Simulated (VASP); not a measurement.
# BN (P6_3mc) in VASP: a series of runs, part 2 of 2

VASP 6.6.1. Earlier steps stand in the parts before.

**4. Single point, PBE**

This run uses another cell than the first one, of 5.55 Å³/atom, 1.056 times its volume.

The input, INCAR:

```
PREC = Accurate
ENCUT = 600
EDIFF = 1E-6
ISMEAR = 0
SIGMA = 0.01
LREAL = F
LASPH = T
NELM = 120
ALGO = Normal
ISIF = 2
LWAVE = F
LCHARG = T
GGA = PE
LELF = T
LVHAR = T
NBANDS = 16
GGA_COMPAT = F
```

The input, KPOINTS:

```
regular mesh
0
Gamma
  12 12 6
```

The input, POSCAR:

```
BN
1.0
    2.4930086438      0.0000000000      0.0000000000
   -1.2465043219      2.1590088135      0.0000000000
    0.0000000000      0.0000000000      4.1278167569
B N
2 2
Direct
    0.6666666667      0.3333333333      0.0000000000
    0.3333333333      0.6666666667      0.5000000000
    0.6666666667      0.3333333333      0.3750000000
    0.3333333333      0.6666666667      0.8750000000
```

Potentials or basis: VASP PAW PBE potentials, release 64 (B, N).

Command:

```bash
$ cat potpaw_PBE.64/B/POTCAR potpaw_PBE.64/N/POTCAR > POTCAR
$ mpirun -np 1 vasp_std > vasp.out
```

OUTCAR:

```text
PREC = Accurate
   ENCUT = 600
   EDIFF = 1E-6
   ISMEAR = 0
   LREAL = F
   LASPH = T
   NELM = 120
   ISIF = 2
   GGA = PE

 ion  position               nearest neighbor table
   1  0.667  0.333  0.000-   4 1.53   4 1.53   4 1.53   3 1.55
   2  0.333  0.667  0.500-   3 1.53   3 1.53   3 1.53   4 1.55
   3  0.667  0.333  0.375-   2 1.53   2 1.53   2 1.53   1 1.55
   4  0.333  0.667  0.875-   1 1.53   1 1.53   1 1.53   2 1.55

  LATTYP: Found a hexagonal cell.
 ALAT       =     2.4930086438
 C/A-ratio  =     1.6557570978

  Lattice vectors:

 A1 = (   2.4930086438,   0.0000000000,   0.0000000000)
 A2 = (  -1.2465043219,   2.1590088135,   0.0000000000)
 A3 = (   0.0000000000,   0.0000000000,   4.1278167569)

Analysis of symmetry for initial positions (statically):
=====================================================================
 Subroutine PRICEL returns:
 Original cell was already a primitive cell.

 Routine SETGRP: Setting up the symmetry group for a
 hexagonal supercell.

 Subroutine GETGRP returns: Found 12 space group operations
 (whereof  6 operations were pure point group operations)
 out of a pool of 24 trial point group operations.

The static configuration has the point symmetry C_3v.
 The point group associated with its full space group is C_6v.

Analysis of symmetry for dynamics (positions and initial velocities):
=====================================================================
 Subroutine PRICEL returns:
 Original cell was already a primitive cell.

 Routine SETGRP: Setting up the symmetry group for a
 hexagonal supercell.

 Subroutine GETGRP returns: Found 12 space group operations
 (whereof  6 operations were pure point group operations)
 out of a pool of 24 trial point group operations.

The dynamic configuration has the point symmetry C_3v.
 The point group associated with its full space group is C_6v.

[... 123 lines left out ...]
  volume/ion in A,a.u.               =       5.55        37.48
  Fermi-wavevector in a.u.,A,eV,Ry     =   1.467400  2.772985 29.296933  2.153264
  Thomas-Fermi vector in A             =   2.583023
   LORBIT       =      0    0 simple, 1 ext, 2 COOP (PROOUT), +10 PAW based schemes
   GGA     = PE    functional components
   LHFCALC =     F    Hartree Fock is set to
   AEXX    =    0.0000 exact exchange contribution
   IVDW    =     0    specifies the selected vdW correction
   LEPSILON=     F    determine dielectric tensor
   LRPA    =     F    only Hartree local field effects (RPA)
 non-spin polarized calculation
 Gauss-broadening in eV      SIGMA  =   0.01
  energy-cutoff  :      600.00
  volume of cell :       22.22
 maximum number of plane-waves:       762
 NGX is ok and might be reduce to    20
   NGX =  9   NGY =  9   NGZ = 17

 number of electron      15.9999999 magnetization

 Free energy of the ion-electron system (eV)
  ---------------------------------------------------
  ext. energy  EPLUGINS =         0.00000000
  ---------------------------------------------------
  free energy    TOTEN  =       -34.68448724 eV

  energy without entropy =      -34.68448724  energy(sigma->0) =      -34.68448724

 E-fermi :   8.4993     XC(G=0): -13.1189

 val. band max:        8.3422315459   @ k =   0.0000   0.0000   0.0000
 cond. band min:      13.4519532910   @ k =   0.3333   0.3333   0.0000
 fundamental gap:      5.1097217450
 Fermi energy:         8.4992537028

 k-point     1 :       0.0000    0.0000    0.0000
  band No.  band energies     occupation
      1     -12.7886      2.00000
      2      -8.3485      2.00000
      3      -3.1711      2.00000
      4       6.0940      2.00000
      5       6.0940      2.00000
      6       8.0750      2.00000
[... 433 lines left out ...]
      3      -0.9270      2.00000
      4       0.5912      2.00000
      5       2.1197      2.00000
      6       3.7760      2.00000
[... 8 lines left out ...]
     15      25.1847      0.00000
     16      25.5896      0.00000

 [... further k-points ...]

------------------------ aborting loop because EDIFF is reached ----------------------------------------

  FORCE on cell =-STRESS in cart. coord.  units (eV):
  Direction    XX          YY          ZZ          XY          YZ          ZX
  --------------------------------------------------------------------------------------
  -------------------------------------------------------------------------------------
  Total        4.3121737      4.3121737      4.1495469      0.0000000      0.0000000      0.0000000
  in kB      310.9626437    310.9626426    299.2351776      0.0000000      0.0000000      0.0000000
  external PRESSURE =     307.0534880 kB  Pullay stress =       0.0000000 kB

 VOLUME and BASIS-vectors are now :
 -----------------------------------------------------------------------------
  energy-cutoff  :      600.00
  volume of cell :       22.22
      direct lattice vectors                 reciprocal lattice vectors
     2.493008644  0.000000000  0.000000000     0.401121754  0.231587753  0.000000000
    -1.246504322  2.159008813  0.000000000     0.000000000  0.463175506  0.000000000
     0.000000000  0.000000000  4.127816757     0.000000000  0.000000000  0.242258816

 POSITION                                       TOTAL-FORCE (eV/Angst)
 -----------------------------------------------------------------------------------
      1.24650      0.71967      0.00000         0.000000      0.000000      0.108141
     -0.00000      1.43934      2.06391        -0.000000     -0.000000      0.108141
      1.24650      0.71967      1.54793        -0.000000      0.000000     -0.108141
     -0.00000      1.43934      3.61184         0.000000      0.000000     -0.108141
 -----------------------------------------------------------------------------------
    total drift:                                0.000000      0.000000     -0.000389

  FREE ENERGIE OF THE ION-ELECTRON SYSTEM (eV)
  ---------------------------------------------------
  free  energy   TOTEN  =       -34.6844872403 eV

  energy  without entropy=      -34.6844872403  energy(sigma->0) =      -34.68448724
```

Run time: 23 s. Hardware: 1 thread of Intel Xeon Platinum 8259CL at 2.50GHz (Skylake/Cascade Lake), shared host; peak memory 0.15 GiB.

What came out:

- Free energy: -34.6845 eV
- Pressure: 30.7 GPa
- Largest force: 0.108 eV/Å
- Band gap on the k mesh: 5.11 eV, indirect (least direct gap 8.60 eV)

Forces in eV/Å, atoms in the order of the input:
```
B    0.000  0.000  0.108
B    0.000  0.000  0.108
N    0.000  0.000 -0.108
N    0.000  0.000 -0.108
```

A k mesh can miss the band edges.

**5. Single point, PBE**

This run uses another cell than the first one, of 5.70 Å³/atom, 1.083 times its volume.

The input, INCAR:

```
  ALGO = Normal
  EDIFF = 1E-6
  ENCUT = 600
  GGA = PE
  GGA_COMPAT = F
  ISIF = 2
  ISMEAR = 0
  LASPH = T
  LCHARG = F
  LREAL = F
  LWAVE = F
  NBANDS = 16
  NELM = 120
  PREC = Accurate
  SIGMA = 0.01
```

The input, KPOINTS:

```
k-points
0
Gamma
  12 12 6
```

The input, POSCAR:

```
BN
1.0
    2.5146880680      0.0000000000      0.0000000000
   -1.2573440340      2.1777837456      0.0000000000
    0.0000000000      0.0000000000      4.1637126174
B N
2 2
Direct
    0.6666666667      0.3333333333      0.0000000000
    0.3333333333      0.6666666667      0.5000000000
    0.6666666667      0.3333333333      0.3750000000
    0.3333333333      0.6666666667      0.8750000000
```

Command:

```bash
$ cat potpaw_PBE.64/B/POTCAR potpaw_PBE.64/N/POTCAR > POTCAR
$ mpirun -np 1 vasp_std > vasp.out
```

It took 23 s on 1 thread of Intel Xeon Platinum 8259CL at 2.50GHz (Skylake/Cascade Lake), shared host; peak memory 0.15 GiB.

It converged, with:

* Free energy: -34.7762 eV
* Pressure: 18.7 GPa
* Largest force: 0.082 eV/Å
* Band gap on the k mesh: 5.16 eV, indirect (least direct gap 8.47 eV)

Forces on the atoms (eV/Å):
```
B    0.000  0.000  0.082
B    0.000  0.000  0.082
N    0.000  0.000 -0.082
N    0.000  0.000 -0.082
```

Stress tensor (GPa, compression positive):
```
19.10  0.00  0.00
 0.00 19.10  0.00
 0.00  0.00 17.90
```

Levels at points of the mesh, in eV from the valence-band top:
| k point | band 5 | band 6 | band 7 | band 8 | band 9 | band 10 | band 11 | band 12 |
| --- | --- | --- | --- | --- | --- | --- | --- | --- |
| (0.00, 0.00, 0.00) | -2.19 | -0.26 | 0.00 | 0.00 | 8.54 | 8.54 | 8.77 | 10.00 |
| (0.50, 0.00, 0.00) | -7.10 | -5.16 | -4.57 | -2.20 | 6.86 | 8.09 | 10.84 | 11.85 |
| (0.00, 0.00, 0.50) | -1.21 | -1.21 | -1.21 | -1.21 | 9.85 | 9.85 | 10.14 | 10.14 |
| (0.50, 0.00, 0.50) | -3.91 | -3.91 | -3.68 | -3.68 | 6.73 | 6.73 | 10.28 | 10.28 |

A k mesh can miss the band edges. As with any semilocal functional, this PBE gap is likely too small.

**6. Summary**

```csv
cell,gap on the mesh (eV),pressure (GPa),largest force (eV/Å)
"a = 2.448, b = 2.448, c = 4.054 Å, angles 90.0, 90.0, 120.0°, 4 atoms",5.00,59.4,0.17
"a = 2.471, b = 2.471, c = 4.091 Å, angles 90.0, 90.0, 120.0°, 4 atoms",5.06,44.2,0.14
"a = 2.493, b = 2.493, c = 4.128 Å, angles 90.0, 90.0, 120.0°, 4 atoms",5.11,30.7,0.11
"a = 2.515, b = 2.515, c = 4.164 Å, angles 90.0, 90.0, 120.0°, 4 atoms",5.16,18.7,0.08
```

Alike in all rows: task single point; level PBE; potentials or basis VASP PAW PBE potentials, release 64 (B, N); no spin polarisation; k mesh 12 × 12 × 6; cutoff (eV) 600; smearing gaussian 0.01 eV.

Total energies depend on the potentials used, so only differences within one code and one set of settings carry meaning.
